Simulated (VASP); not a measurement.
A run of VASP 6.6.1:

File INCAR:

```
PREC = Accurate
ENCUT = 500
EDIFF = 1E-6
ISMEAR = 0
SIGMA = 0.15
LREAL = F
LASPH = T
NELM = 120
ALGO = Normal
ISIF = 2
LWAVE = F
LCHARG = T
GGA = PS
LELF = T
LVHAR = T
NBANDS = 13
GGA_COMPAT = F
```

File KPOINTS:

```
Automatic mesh
0
Gamma
  22 22 22
```

File POSCAR:

```
W
1.0
    0.0000000000      2.3737249982      1.4935477689
    2.3737249982      0.0000000000      1.4935477689
    2.3737249982      2.3737249982      0.0000000000
W
1
Direct
    0.0000000000      0.0000000000      0.0000000000
```

Potentials or basis: VASP PAW PBE potentials, release 64 (W_sv).

Launch:

```console
$ cat potpaw_PBE.64/W_sv/POTCAR > POTCAR
$ mpirun -np 1 vasp_std > vasp.out
```

Hardware: 1 thread of Intel Xeon 8259CL, with other jobs on the host.

Question: How long does it take, and how much memory?

Answer: Run time: 2.6 min on 1 thread of Intel Xeon 8259CL, on a shared host, peak memory 0.27 GiB. Counts: scf iterations 10, k points 834.
